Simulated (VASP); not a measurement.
# Cd (Im-3m) in VASP: single point with r2SCAN

Aim: the single point of Cd with r2SCAN.

Program: VASP 6.6.1. These are calculated values, not measurements. Logs are shortened: lines on timing, memory, paths and dates and some standing lists are left out, and cuts for length are marked.

## Step 1: The cell of the first run

The structure is cubic, space group Im-3m (No. 229). Conventional cell: a = 3.536 Å, b = 3.536 Å, c = 3.536 Å, α = 90.00°, β = 90.00°, γ = 90.00°. Cd (site symmetry m-3m) has 14 Cd at 3.06 to 3.54 Å within 4.0 Å.

## Step 2: Single point, r2SCAN

Input file POSCAR:

```
Cd
1.0
   -1.7681040153      1.7681040153      1.7681040153
    1.7681040153     -1.7681040153      1.7681040153
    1.7681040153      1.7681040153     -1.7681040153
Cd
1
Direct
    0.0000000000      0.0000000000      0.0000000000
```

Input file INCAR.step1:

```
SYSTEM = Cd
ALGO = Normal
EDIFF = 1E-4
ENCUT = 520
GGA = PE
ISMEAR = 0
LASPH = .TRUE.
LCHARG = .FALSE.
LREAL = .FALSE.
LWAVE = .TRUE.
NBANDS = 12
NELM = 100
PREC = Accurate
SIGMA = 0.05
```

Input file INCAR.step2:

```
SYSTEM = Cd
ALGO = Normal
EDIFF = 1E-7
ENCUT = 520
ISIF = 2
ISMEAR = 0
ISTART = 1
LASPH = .TRUE.
LCHARG = .FALSE.
LMIXTAU = .TRUE.
LREAL = .FALSE.
LWAVE = .FALSE.
METAGGA = R2SCAN
NBANDS = 12
NELM = 100
PREC = Accurate
SIGMA = 0.05
```

Input file KPOINTS:

```
k-points
0
G
  16 16 16
  0 0 0
```

Potentials or basis: VASP PAW PBE potentials, release 64 (Cd).

The run is started by

```console
> cat potpaw_PBE.64/Cd/POTCAR > POTCAR
> cp INCAR.step1 INCAR
> mpirun -np 1 vasp_std > vasp.out
> cp INCAR.step2 INCAR
> mpirun -np 1 vasp_std > vasp.out
```

OUTCAR:

```text
SYSTEM = Cd
   EDIFF = 1E-7
   ENCUT = 520
   ISIF = 2
   ISMEAR = 0
   ISTART = 1
   LASPH = .TRUE.
   LREAL = .FALSE.
   METAGGA = R2SCAN
   NELM = 100
   PREC = Accurate

 ion  position               nearest neighbor table
   1  0.000  0.000  0.000-

  LATTYP: Found a body centered cubic cell.
 ALAT       =     3.5362080306

  Lattice vectors:

 A1 = (  -1.7681040153,   1.7681040153,   1.7681040153)
 A2 = (   1.7681040153,  -1.7681040153,   1.7681040153)
 A3 = (   1.7681040153,   1.7681040153,  -1.7681040153)

Analysis of symmetry for initial positions (statically):
=====================================================================
 Subroutine PRICEL returns:
 Original cell was already a primitive cell.

 Routine SETGRP: Setting up the symmetry group for a
 body centered cubic supercell.

 Subroutine GETGRP returns: Found 48 space group operations
 (whereof 48 operations were pure point group operations)
 out of a pool of 48 trial point group operations.

The static configuration has the point symmetry O_h .

Analysis of symmetry for dynamics (positions and initial velocities):
=====================================================================
 Subroutine PRICEL returns:
 Original cell was already a primitive cell.

 Routine SETGRP: Setting up the symmetry group for a
 body centered cubic supercell.

 Subroutine GETGRP returns: Found 48 space group operations
 (whereof 48 operations were pure point group operations)
 out of a pool of 48 trial point group operations.

The dynamic configuration has the point symmetry O_h .

 Subroutine INISYM returns: Found 48 space group operations
 (whereof 48 operations are pure point group operations),
 and found     1 'primitive' translations

----------------------------------------------------------------------------------------

                                     Primitive cell

  volume of cell :      22.1097

  direct lattice vectors                    reciprocal lattice vectors
    -1.768104015  1.768104015  1.768104015     0.000000000  0.282788793  0.282788793
     1.768104015 -1.768104015  1.768104015     0.282788793  0.000000000  0.282788793
     1.768104015  1.768104015 -1.768104015     0.282788793  0.282788793  0.000000000

  length of vectors
     3.062445988  3.062445988  3.062445988     0.399923746  0.399923746  0.399923746

  position of ions in fractional coordinates (direct lattice)
     0.000000000  0.000000000  0.000000000

  ion indices of the primitive-cell ions
   primitive index   ion index
                 1           1

----------------------------------------------------------------------------------------

 KPOINTS: k-points

Automatic generation of k-mesh.
 Grid dimensions read from file:
 generate k-points for:   16   16   16

 Generating k-lattice:

  Cartesian coordinates                     Fractional coordinates (reciprocal lattice)
     0.000000000  0.017674300  0.017674300     0.062500000  0.000000000  0.000000000
     0.017674300  0.000000000  0.017674300     0.000000000  0.062500000  0.000000000
     0.017674300  0.017674300  0.000000000     0.000000000  0.000000000  0.062500000

  Length of vectors
     0.024995234  0.024995234  0.024995234

  Shift w.r.t. Gamma in fractional coordinates (k-lattice)
     0.000000000  0.000000000  0.000000000

 Subroutine IBZKPT returns following result:
 ===========================================

 Found    145 irreducible k-points:

 Following reciprocal coordinates:
            Coordinates               Weight
  0.000000  0.000000  0.000000      1.000000
  0.062500  0.000000  0.000000     12.000000
  0.125000  0.000000  0.000000     12.000000
  0.187500  0.000000  0.000000     12.000000
  0.250000  0.000000  0.000000     12.000000
  0.312500  0.000000  0.000000     12.000000
[... 16 lines left out ...]
  0.187500  0.187500  0.000000     24.000000
  0.250000  0.187500 -0.000000     48.000000
 [... further k-points ...]
   k-points           NKPTS =    145   k-points in BZ     NKDIM =    145   number of bands    NBANDS=     12
   number of dos      NEDOS =    301   number of ions     NIONS =      1
   total plane-waves  NPLWV =  13824
   dimension x,y,z NGX =    24 NGY =   24 NGZ =   24
   dimension x,y,z NGXF=    48 NGYF=   48 NGZF=   48
   ions per type =               1
   NGX,Y,Z   is equivalent  to a cutoff of  13.03, 13.03, 13.03 a.u.
   NGXF,Y,Z  is equivalent  to a cutoff of  26.06, 26.06, 26.06 a.u.
 SYSTEM =  Cd
   PREC   = accura    normal or accurate (medium, high low for compatibility)
   ISTART =      1    job   : 0-new  1-cont  2-samecut
   ICHARG =      0    charge: 1-file 2-atom 10-const
   ISPIN  =      1    spin polarized calculation?
   LNONCOLLINEAR =      F non collinear calculations
   LSORBIT =      F    spin-orbit coupling
   LASPH  =      T    aspherical Exc in radial PAW
   ENCUT  =  520.0 eV  38.22 Ry    6.18 a.u.   5.69  5.69  5.69*2*pi/ulx,y,z
   NELM   =    100;   NELMIN=  2; NELMDL=  0     # of ELM steps
   EDIFF  = 0.1E-06   stopping-criterion for ELM
   LREAL  =      F    real-space projection
   EDIFFG = 0.1E-05   stopping-criterion for IOM
   NSW    =      0    number of steps for IOM
   IBRION =     -1    ionic relax: 0-MD 1-quasi-New 2-CG
   NFREE  =      0    steps in history (QN), initial steepest desc. (CG)
   ISIF   =      2    stress and relaxation
   ISYM   =      2    0-nonsym 1-usesym 2-fastsym
   POTIM  = 0.5000    time-step for ionic-motion
   TEBEG  =    0.0;   TEEND  =   0.0 temperature during run
   PSTRESS=    0.0 pullay stress
   NELECT =      12.0000    total number of electrons
   NUPDOWN=      -1.0000    fix difference up-down
   EMIN   =  10.00;   EMAX   =-10.00  energy-range for DOS
   EFERMI =   0.00;   METHOD = LEGACY
   ISMEAR =     0;   SIGMA  =   0.05  broadening in eV -4-tet -1-fermi 0-gaus
   EFERMI_NEDOS =   21; number of points for ismear=-14 and -15
   IALGO  =     38    algorithm
   IMIX   =      4    mixing-type and parameters
     AMIX     =   0.40;   BMIX     =  1.00
     AMIX_MAG =   1.60;   BMIX_MAG =  1.00
  volume/ion in A,a.u.               =      22.11       149.20
  Fermi-wavevector in a.u.,A,eV,Ry     =   1.335388  2.523517 24.262737  1.783261
  Thomas-Fermi vector in A             =   2.464096
   LORBIT       =      0    0 simple, 1 ext, 2 COOP (PROOUT), +10 PAW based schemes
   METAGGA = R2SCAN    functional components
   LHFCALC =     F    Hartree Fock is set to
   AEXX    =    0.0000 exact exchange contribution
   IVDW    =     0    specifies the selected vdW correction
   LEPSILON=     F    determine dielectric tensor
   LRPA    =     F    only Hartree local field effects (RPA)
 non-spin polarized calculation
 Gauss-broadening in eV      SIGMA  =   0.05
  energy-cutoff  :      520.00
  volume of cell :       22.11
 maximum number of plane-waves:       610
   NGX = 11   NGY = 11   NGZ = 11

 number of electron      11.9999999 magnetization

 Free energy of the ion-electron system (eV)
  ---------------------------------------------------
  ext. energy  EPLUGINS =         0.00000000
  ---------------------------------------------------
  free energy    TOTEN  =       -20.01833234 eV

  energy without entropy =      -20.01810504  energy(sigma->0) =      -20.01821869

 E-fermi :   2.8451     XC(G=0): -11.7052

 val. band max:        2.8299953647   @ k =   0.5000   0.5000   0.2500
 cond. band min:       2.9785977416   @ k =  -0.4375   0.5000   0.1250
 fundamental gap:      0.1486023770
 Fermi energy:         2.8451213990

 k-point     1 :       0.0000    0.0000    0.0000
  band No.  band energies     occupation
      1      -6.9244      2.00000
      2      -6.9244      2.00000
      3      -6.9244      2.00000
      4      -6.3328      2.00000
      5      -6.2742      2.00000
      6      -6.2742      2.00000
      7      18.9612      0.00000
      8      18.9612      0.00000
      9      18.9612      0.00000
     10      19.8700      0.00000
     11      19.8700      0.00000
     12      19.8700      0.00000

 k-point     2 :       0.0625    0.0000    0.0000
  band No.  band energies     occupation
      1      -6.9374      2.00000
      2      -6.9206      2.00000
      3      -6.8870      2.00000
      4      -6.2925      2.00000
      5      -6.2737      2.00000
      6      -6.2167      2.00000
      7      17.7440      0.00000
      8      18.6148      0.00000
      9      18.7845      0.00000
     10      19.1332      0.00000
     11      19.2622      0.00000
     12      19.5766      0.00000

 k-point     3 :       0.1250    0.0000    0.0000
  band No.  band energies     occupation
      1      -6.9742      2.00000
      2      -6.9275      2.00000
      3      -6.7790      2.00000
      4      -6.3294      2.00000
      5      -6.2721      2.00000
      6      -5.8655      2.00000
      7      15.2159      0.00000
      8      17.4782      0.00000
      9      17.7847      0.00000
     10      18.3864      0.00000
     11      18.7851      0.00000
     12      19.8438      0.00000

 k-point     4 :       0.1875    0.0000    0.0000
  band No.  band energies     occupation
      1      -7.0289      2.00000
      2      -6.9702      2.00000
      3      -6.6129      2.00000
      4      -6.3630      2.00000
      5      -6.2692      2.00000
      6      -5.2683      2.00000
      7      12.5790      0.00000
      8      16.2911      0.00000
      9      16.4106      0.00000
     10      17.9502      0.00000
     11      18.3656      0.00000
     12      20.4846      0.00000

 k-point     5 :       0.2500    0.0000    0.0000
  band No.  band energies     occupation
      1      -7.0927      2.00000
      2      -7.0547      2.00000
      3      -6.4098      2.00000
      4      -6.3717      2.00000
      5      -6.2648      2.00000
      6      -4.4309      2.00000
      7      10.0188      0.00000
      8      15.1622      0.00000
      9      15.2536      0.00000
     10      17.5643      0.00000
     11      18.0429      0.00000
     12      21.3879      0.00000
[... 228 lines left out ...]
      1      -7.2656      2.00000
      2      -7.1655      2.00000
      3      -6.3358      2.00000
      4      -6.3050      2.00000
      5      -5.9923      2.00000
      6      -0.1959      2.00000
      7       3.5553      0.00000
      8      10.1309      0.00000
      9      12.9842      0.00000
     10      17.8819      0.00000
     11      20.6481      0.00000
     12      22.9464      0.00000

 k-point    22 :       0.4375    0.1250   -0.0000
  band No.  band energies     occupation
      1      -7.2843      2.00000
      2      -7.1798      2.00000
      3      -6.3161      2.00000
      4      -6.3140      2.00000
      5      -5.9534      2.00000
      6       1.0856      2.00000
      7       2.0804      2.00000
      8      10.0024      0.00000
      9      12.8597      0.00000
     10      17.8396      0.00000
     11      20.6008      0.00000
     12      23.5371      0.00000

 k-point    23 :       0.1875    0.1875    0.0000
  band No.  band energies     occupation
      1      -7.1420      2.00000
      2      -6.9702      2.00000
      3      -6.4549      2.00000
      4      -6.4008      2.00000
      5      -6.2180      2.00000
      6      -3.0585      2.00000
      7       9.0777      0.00000
      8       9.7670      0.00000
      9      13.9796      0.00000
     10      18.8148      0.00000
     11      20.0993      0.00000
     12      22.9148      0.00000

 k-point    24 :       0.2500    0.1875   -0.0000
  band No.  band energies     occupation
      1      -7.1865      2.00000
      2      -6.9957      2.00000
      3      -6.4287      2.00000
      4      -6.3765      2.00000
      5      -6.1587      2.00000
      6      -1.8698      2.00000
      7       7.0258      0.00000
      8       8.8243      0.00000
      9      13.3681      0.00000
     10      18.7962      0.00000
     11      20.6275      0.00000
     12      23.3396      0.00000

 [... further k-points ...]

------------------------ aborting loop because EDIFF is reached ----------------------------------------

  FORCE on cell =-STRESS in cart. coord.  units (eV):
  Direction    XX          YY          ZZ          XY          YZ          ZX
  --------------------------------------------------------------------------------------
  -------------------------------------------------------------------------------------
  Total        0.0414274      0.0414274      0.0414274      0.0000000      0.0000000      0.0000000
  in kB        3.0020294      3.0020294      3.0020294      0.0000000      0.0000000      0.0000000
  external PRESSURE =       3.0020294 kB  Pullay stress =       0.0000000 kB

 VOLUME and BASIS-vectors are now :
 -----------------------------------------------------------------------------
  energy-cutoff  :      520.00
  volume of cell :       22.11
      direct lattice vectors                 reciprocal lattice vectors
    -1.768104015  1.768104015  1.768104015     0.000000000  0.282788793  0.282788793
     1.768104015 -1.768104015  1.768104015     0.282788793  0.000000000  0.282788793
     1.768104015  1.768104015 -1.768104015     0.282788793  0.282788793  0.000000000

 POSITION                                       TOTAL-FORCE (eV/Angst)
 -----------------------------------------------------------------------------------
      0.00000      0.00000      0.00000         0.000000     -0.000000      0.000000
 -----------------------------------------------------------------------------------
    total drift:                               -0.000000      0.000000      0.000000

  FREE ENERGIE OF THE ION-ELECTRON SYSTEM (eV)
  ---------------------------------------------------
  free  energy   TOTEN  =       -20.0183323383 eV

  energy  without entropy=      -20.0181050396  energy(sigma->0) =      -20.01821869
```

Wall time 2.9 min (1 thread of AMD EPYC 7R43 (Zen 3), shared host); peak memory 0.13 GiB.

What came out:

- Free energy: -20.0183 eV
- Pressure: 0.3 GPa
- Band gap on the k mesh: zero (band 6 reaches 6.41 eV, above the bottom of band 7 at 1.88 eV)

Caveat: the PAW data sets were made with another functional, which shifts forces and pressure a little.
